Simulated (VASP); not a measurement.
A run of VASP 6.6.1 is set up as follows.

The input INCAR:

```
SYSTEM = B6Pd
ALGO     = Normal         ! electronic algorithm
EDIFF    = 1E-6           ! SCF threshold, eV
ENCUT    = 520            ! plane-wave cutoff, eV
GGA      = PE             ! functional
ISIF     = 2              ! what is computed and relaxed
ISMEAR   = 0              ! smearing method
ISPIN    = 2              ! spin polarisation
LASPH    = .TRUE.         ! aspherical terms in the spheres
LCHARG   = .FALSE.        ! write CHGCAR
LMAXMIX  = 4              ! l up to which the mixer works
LORBIT   = 11             ! projections on sites
LREAL    = .FALSE.        ! projectors in reciprocal space
LWAVE    = .FALSE.        ! write WAVECAR
MAGMOM   = 0 0 0 0 0 0 1  ! initial moments
NBANDS   = 27             ! bands
NELM     = 150            ! most SCF steps
PREC     = Accurate       ! precision mode
SIGMA    = 0.1            ! smearing width, eV
```

File KPOINTS:

```
k-points
0
G
  4 4 4
  0 0 0
```

File POSCAR:

```
B6Pd
1.0
    3.8999653456      0.0000000000      0.0000000000
    0.0000000000      3.8999653456      0.0000000000
    0.0000000000      0.0000000000      3.8999653456
B Pd
6 1
Direct
    0.2114506654      0.0000000000      0.5000000000
    0.7885493346      0.0000000000      0.5000000000
    0.5000000000      0.2114506654      0.0000000000
    0.5000000000      0.7885493346      0.0000000000
    0.0000000000      0.5000000000      0.2114506654
    0.0000000000      0.5000000000      0.7885493346
    0.5000000000      0.5000000000      0.5000000000
```

Potentials or basis: VASP PAW PBE potentials, release 64 (B, Pd).

The run is started by

```sh
$ cat potpaw_PBE.64/B/POTCAR potpaw_PBE.64/Pd/POTCAR > POTCAR
$ mpirun -np 1 vasp_std > vasp.out
```

(1) Predict the band gap on the k mesh.

(2) Predict the largest force.

(3) What does it give for the net moment?

(4) Estimate the pressure.

## Answers

(1) zero (filled and empty bands overlap).

(2) 0.017 eV/Å.

(3) 0.00 μB per cell.

(4) 0.0 GPa.

Caveat: the k points lie up to 0.40 Å⁻¹ apart, too coarse for converged energies and pressures of a metal.
